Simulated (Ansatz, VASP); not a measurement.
## Two plane-wave programs on Si

Contents of INCAR:

```
PREC = Accurate
ENCUT = 520
EDIFF = 1E-7
ISMEAR = 0
SIGMA = 0.05
LREAL = False
LASPH = True
NELM = 80
ALGO = Normal
ISIF = 2
LWAVE = False
LCHARG = True
GGA = PE
LELF = True
LVHAR = True
NBANDS = 26
```

File KPOINTS:

```
regular mesh
0
Gamma
  8 8 8
```

POSCAR

```
Si
1.0
    3.3455832253     -3.3455832253      1.9304179686
    3.3455832253      3.3455832253     -1.9304179686
   -3.3455832253      3.3455832253      5.7912539057
Si
8
Direct
    0.0523161874      0.4311991480      0.1262943202
    0.5893052538      0.3572210152      0.5893052538
    0.4106947462      0.6427789848      0.4106947462
    0.9106947462      0.6427789848      0.9106947462
    0.7320842385      0.0000000000      0.0893052538
    0.2320842386      0.0000000000      0.5893052538
    0.7679157615      0.0000000000      0.4106947462
    0.2679157614      0.0000000000      0.9106947462
```

Input for Ansatz:

```yaml
crystal:
  lattice:
    - [3.3455832253, -3.3455832253, 1.9304179686]
    - [3.3455832253, 3.3455832253, -1.9304179686]
    - [-3.3455832253, 3.3455832253, 5.7912539057]
  atoms:
    - { symbol: Si, position: [0.0523161874, 0.431199148, 0.1262943202] }
    - { symbol: Si, position: [0.5893052538, 0.3572210152, 0.5893052538] }
    - { symbol: Si, position: [0.4106947462, 0.6427789848, 0.4106947462] }
    - { symbol: Si, position: [0.9106947462, 0.6427789848, 0.9106947462] }
    - { symbol: Si, position: [0.7320842385, 0.0, 0.0893052538] }
    - { symbol: Si, position: [0.2320842386, 0.0, 0.5893052538] }
    - { symbol: Si, position: [0.7679157615, 0.0, 0.4106947462] }
    - { symbol: Si, position: [0.2679157614, 0.0, 0.9106947462] }
basis:
  ecutwfc: 420
kpoints:
  mp_grid: { grid: [8, 8, 8] }
hamiltonian:
  xc: pbe
  pseudopotentials: { kind: paw, azcp: { folder: soft_1 } }
scf:
  occupations: { method: gaussian, width: 0.05 }
output:
  forces: true
  stress: true
  eigenvalues: true
```

Alike in both runs: task single point; functional PBE; k mesh 8 × 8 × 8; occupations gaussian, width 0.05 eV; no spin polarisation.

|  | VASP | Ansatz |
| --- | --- | --- |
| version | VASP 6.6.1 | Ansatz 0.2.0 |
| potentials or method | VASP PAW PBE potentials, release 64 (Si), cutoff 520 eV | scalar-relativistic, plane waves, PAW |
| valence electrons in the cell | 32 | 32 |

Ansatz gave:

| Quantity | Value |
| --- | --- |
| gap on the k mesh at the Fermi level (eV) | 0.04 |
| least direct gap on the mesh (eV) | 0.30 |
| pressure (GPa) | 0.7 |
| traceless stress, the component that is largest in VASP (GPa) | 3.18 |
| rms of the force components (eV/Å) | 0.874 |

Estimate VASP's values.

gap on the k mesh at the Fermi level (eV): 0.04; least direct gap on the mesh (eV): 0.30; pressure (GPa): 0.7; traceless stress, the component that is largest in VASP (GPa): 3.16; rms of the force components (eV/Å): 0.872.

Atom by atom the forces differ by 0.002 eV/Å (rms over components). With one functional, cell and mesh, what is left measures potentials, basis and numerics.
